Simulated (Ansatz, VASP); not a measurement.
## One calculation of WSe2, two programs

Contents of INCAR:

```
PREC     = Accurate       # precision mode
ENCUT    = 520            # plane-wave cutoff, eV
EDIFF    = 1E-6           # SCF threshold, eV
ISMEAR   = 0              # smearing method
SIGMA    = 0.02           # smearing width, eV
LREAL    = False          # projectors in reciprocal space
LASPH    = True           # aspherical terms in the spheres
NELM     = 80             # most SCF steps
ALGO     = Normal         # electronic algorithm
ISIF     = 2              # what is computed and relaxed
LWAVE    = False          # write WAVECAR
LCHARG   = True           # write CHGCAR
GGA      = PE             # functional
IVDW     = 12             # dispersion correction
LELF     = True           # ELF
LVHAR    = True         
NBANDS   = 35             # bands
```

File KPOINTS:

```
Automatic mesh
0
Gamma
  6 6 2
```

POSCAR

```
WSe2
1.0
    3.2790157502      0.0000000000      0.0000000000
   -1.6395078751      2.8397109391      0.0000000000
    0.0000000000      0.0000000000     12.7885056705
W Se
2 4
Direct
    0.3333333333      0.6666666667      0.2500000000
    0.6666666667      0.3333333333      0.7500000000
    0.3333333333      0.6666666667      0.6182884598
    0.6666666667      0.3333333333      0.1182884598
    0.3333333333      0.6666666667      0.8817115402
    0.6666666667      0.3333333333      0.3817115402
```

Input for Ansatz:

```yaml
crystal:
  lattice:
    - [3.2790157502, 0.0, 0.0]
    - [-1.6395078751, 2.8397109391, 0.0]
    - [0.0, 0.0, 12.7885056705]
  atoms:
    - { symbol: W, position: [0.3333333333, 0.6666666667, 0.25] }
    - { symbol: W, position: [0.6666666667, 0.3333333333, 0.75] }
    - { symbol: Se, position: [0.3333333333, 0.6666666667, 0.6182884598] }
    - { symbol: Se, position: [0.6666666667, 0.3333333333, 0.1182884598] }
    - { symbol: Se, position: [0.3333333333, 0.6666666667, 0.8817115402] }
    - { symbol: Se, position: [0.6666666667, 0.3333333333, 0.3817115402] }
basis:
  ecutwfc: 420
kpoints:
  mp_grid: { grid: [6, 6, 2] }
  band_path:
    path:
      - [0.0, 0.0, 0.0]
      - [0.5, 0.0, 0.0]
      - [0.3333333333, 0.3333333333, 0.0]
      - [0.0, 0.0, 0.5]
      - [0.5, 0.0, 0.5]
      - [0.3333333333, 0.3333333333, 0.5]
      - [0.179688, 0.182292, 0.0]
    npoints: 1
hamiltonian:
  xc: pbe
  dispersion: d3bj
scf:
  occupations: { method: gaussian, width: 0.02 }
  n_extra_bands: 6
output:
  forces: true
  stress: true
  eigenvalues: true
```

Alike in both runs: task single point; functional PBE; dispersion D3(BJ); k mesh 6 × 6 × 2; occupations gaussian, width 0.02 eV; no spin polarisation.

|  | VASP | Ansatz |
| --- | --- | --- |
| version | VASP 6.6.1 | Ansatz 0.2.0 |
| potentials or method | VASP PAW PBE potentials, release 64 (W_sv, Se), cutoff 520 eV | scalar-relativistic, plane waves, PAW |
| valence electrons in the cell | 52 | 92 |

```tsv
	VASP	Ansatz	Ansatz less VASP
gap on the k mesh at the Fermi level (eV)	0.89	0.90	+0.005
least direct gap on the mesh (eV)	1.56	1.56	+0.003
pressure (GPa)	0.3	0.0	-0.33
traceless stress, the component that is largest in VASP (GPa)	0.06	-0.02	-0.084
rms of the force components (eV/Å)	0.023	0.000	-0.0229
```

Atom by atom the forces differ by 0.023 eV/Å (rms over components). VASP's potentials hold 52 valence electrons a cell and Ansatz's 92, so a difference there can come from the potentials and not from the codes.

Neither program's run includes spin-orbit coupling.
